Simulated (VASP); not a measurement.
Here is a VASP 6.6.1 calculation.

File INCAR:

```
PREC     = Accurate       # precision mode
ENCUT    = 520            # plane-wave cutoff, eV
EDIFF    = 1E-7           # SCF threshold, eV
ISMEAR   = 0              # smearing method
SIGMA    = 0.15           # smearing width, eV
LREAL    = F              # projectors in reciprocal space
LASPH    = T              # aspherical terms in the spheres
NELM     = 60             # most SCF steps
ALGO     = Normal         # electronic algorithm
ISIF     = 2              # what is computed and relaxed
LWAVE    = F              # write WAVECAR
LCHARG   = F              # write CHGCAR
GGA      = PS             # functional
NBANDS   = 15             # bands
```

The input KPOINTS:

```
Automatic mesh
0
Gamma
  18 18 12
```

POSCAR

```
TiSi
1.0
    1.7889353300     -2.0858596400      0.0000000000
    1.7889353300      2.0858596400      0.0000000000
    0.0000000000      0.0000000000      3.7468749900
Ti Si
1 1
Direct
    0.5000000000      0.5000000000      0.0000000000
    0.0000000000      0.0000000000      0.5000000000
```

Potentials or basis: VASP PAW PBE potentials, release 64 (Ti_sv, Si).

Command:

```bash
$ cat potpaw_PBE.64/Ti_sv/POTCAR potpaw_PBE.64/Si/POTCAR > POTCAR
$ mpirun -np 1 vasp_std > vasp.out
```

(1) What does it give for the band gap on the k mesh?

(2) Estimate the pressure.

## Answers

(1) zero (bands 8 and 9 overlap by 1.78 eV).

(2) 2.1 GPa.

Caveat: the cell differs from its parent crystal (strain -0.015 along x and y, -0.015 along z); the PAW data sets were made with another functional, which shifts forces and pressure a little.
